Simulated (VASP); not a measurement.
Zn2SiN3:

```
Zn Si N
1.0
     4.86641    0.00000    0.00000
    -2.43321    4.21444    0.00000
     0.00000    0.00000    4.00987
Zn Si N
2 1 3
Direct
  0.33333 0.66667 0.00000
  0.66667 0.33333 0.00000
  0.00000 0.00000 0.00000
  0.50000 0.00000 0.50000
  0.00000 0.50000 0.50000
  0.50000 0.50000 0.50000
```

The cell was generated, and may not be a known phase.

| Item | Value |
| --- | --- |
| Program | VASP 6.6.1 |
| Task | relaxation of cell and atoms |
| Functional | PBE |
| Potentials or basis | VASP PAW PBE potentials, release 64 (Zn, Si, N) |
| Cutoff | 600 eV |
| k mesh | 6 × 6 × 4 |
| Occupations | gaussian, width 0.1 eV |
| Spin | no spin polarisation |

At the start: pressure -14.7 GPa; volume 13.71 Å³/atom.

Question: How do energy, volume and symmetry change on relaxing?

Answer: Over 8 steps the energy falls by 511.5 meV/atom and the volume is 11.77 Å³/atom (-14.1 %); space group P6/mmm (No. 191, to 0.1 Å) before and after.

Step by step:
```tsv
step	energy change (eV)	largest force (eV/Å)	pressure (GPa)	volume (Å³)
1	0.0000	0.0000	-14.67	82.24
2	-1.1900	0.0000	1.26	68.08
3	-1.2487	0.0000	7.34	65.36
4	-2.0593	0.0000	16.86	62.35
5	-2.1710	0.0000	23.12	60.68
6	-2.8726	0.0000	9.66	65.40
7	-3.0540	0.0000	-1.98	72.03
8	-3.0689	0.0000	0.02	70.61
```

Final structure:
```
CELL_PARAMETERS angstrom
5.42953 0.00000 0.00000
-2.71477 4.70211 0.00000
0.00000 0.00000 2.76568
ATOMIC_POSITIONS crystal
Zn 0.33333 0.66667 0.00000
Zn 0.66667 0.33333 0.00000
Si 0.00000 0.00000 0.00000
N 0.50000 0.00000 0.50000
N 0.00000 0.50000 0.50000
N 0.50000 0.50000 0.50000
```

Caveat: the k points lie up to 0.57 Å⁻¹ apart in the final cell, too coarse for converged energies and pressures of a metal; a cell axis changed by over 15 % at a fixed basis, so the end point is rough.
